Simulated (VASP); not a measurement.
Input of a VASP 6.6.1 run:

File INCAR:

```
SYSTEM = SrTiO3
PREC     = Accurate       ! precision mode
ENCUT    = 520            ! plane-wave cutoff, eV
EDIFF    = 1E-6           ! SCF threshold, eV
ISMEAR   = 0              ! smearing method
SIGMA    = 0.05           ! smearing width, eV
LREAL    = .False.        ! projectors in reciprocal space
LASPH    = .True.         ! aspherical terms in the spheres
NELM     = 60             ! most SCF steps
ALGO     = Normal         ! electronic algorithm
ISIF     = 2              ! what is computed and relaxed
LWAVE    = .False.        ! write WAVECAR
LCHARG   = .False.        ! write CHGCAR
GGA      = PS             ! functional
NBANDS   = 28             ! bands
```

The input KPOINTS:

```
regular mesh
0
Gamma
  8 8 8
  0 0 0
```

File POSCAR:

```
SrTiO3
1.0
    3.7357262784      0.0000000000      0.0000000000
    0.0000000000      3.7357262784      0.0000000000
    0.0000000000      0.0000000000      3.8913815400
Sr Ti O
1 1 3
Direct
    0.0000000000      0.0000000000      0.0000000000
    0.5000000000      0.5000000000      0.5000000000
    0.0000000000      0.5000000000      0.5000000000
    0.5000000000      0.0000000000      0.5000000000
    0.5000000000      0.5000000000      0.0000000000
```

Potentials or basis: VASP PAW PBE potentials, release 64 (Sr_sv, Ti_sv, O).

Run with:

```bash
$ cat potpaw_PBE.64/Sr_sv/POTCAR potpaw_PBE.64/Ti_sv/POTCAR potpaw_PBE.64/O/POTCAR > POTCAR
$ mpirun -np 1 vasp_std > vasp.out
```

What does it give for the band gap on the k mesh?

1.85 eV, indirect (least direct gap 2.19 eV).

What does it give for the pressure?

19.6 GPa.

Stress tensor (GPa, compression positive):
```
24.17  0.00  0.00
 0.00 24.17  0.00
 0.00  0.00 10.35
```

Caveat: the PAW data sets were made with another functional, which shifts forces and pressure a little. A k mesh can miss the band edges.
